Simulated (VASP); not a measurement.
## Sn: single point with PBEsol

The system is Sn.

```
Sn
1.0
     0.00000    2.89165    4.08879
     2.89165    0.00000    4.08879
     2.89165    2.89165    0.00000
Sn
2
Direct
  0.50000 0.50000 0.50000
  0.75000 0.75000 0.75000
```

This cell differs from its parent crystal: ratio of the length along z to the lengths across it x 1.414, volume and fractional coordinates fixed.

- Program: VASP 6.6.1
- Task: single point
- Functional: PBEsol
- Potentials or basis: VASP PAW PBE potentials, release 64 (Sn_d)
- Cutoff: 520 eV
- k mesh: 14 × 14 × 14
- Occupations: gaussian, width 0.15 eV
- Spin: no spin polarisation

- Pressure: 0.2 GPa
- Band gap on the k mesh: zero (bands 14 and 15 overlap by 1.23 eV)

Stress tensor (GPa, compression positive):
```
 2.19  0.00  0.00
 0.00  2.19  0.00
 0.00  0.00 -3.86
```

Levels at points of the mesh, in eV from the Fermi level:
| k point | band 12 | band 13 | band 14 | band 15 | band 16 | band 17 |
| --- | --- | --- | --- | --- | --- | --- |
| (0.00, 0.00, 0.00) | -2.00 | -1.94 | 1.05 | 1.05 | 2.10 | 2.10 |
| (0.50, 0.00, 0.00) | -6.34 | -2.37 | -1.30 | 0.47 | 3.87 | 4.00 |
| (0.50, 0.50, 0.00) | -8.33 | -0.94 | -0.94 | 2.33 | 2.33 | 6.77 |
| (0.50, 0.00, 0.50) | -6.99 | -2.81 | -2.81 | 0.01 | 0.01 | 5.08 |

Run time: 11 min on 1 thread of Intel Xeon 8259CL (shared host), peak memory 0.42 GiB.

Caveat: the stress differs along the axes, from -4 to 2 GPa; the PAW data sets were made with another functional, which shifts forces and pressure a little; spin-orbit coupling is left out, which moves the levels of the heavy elements.
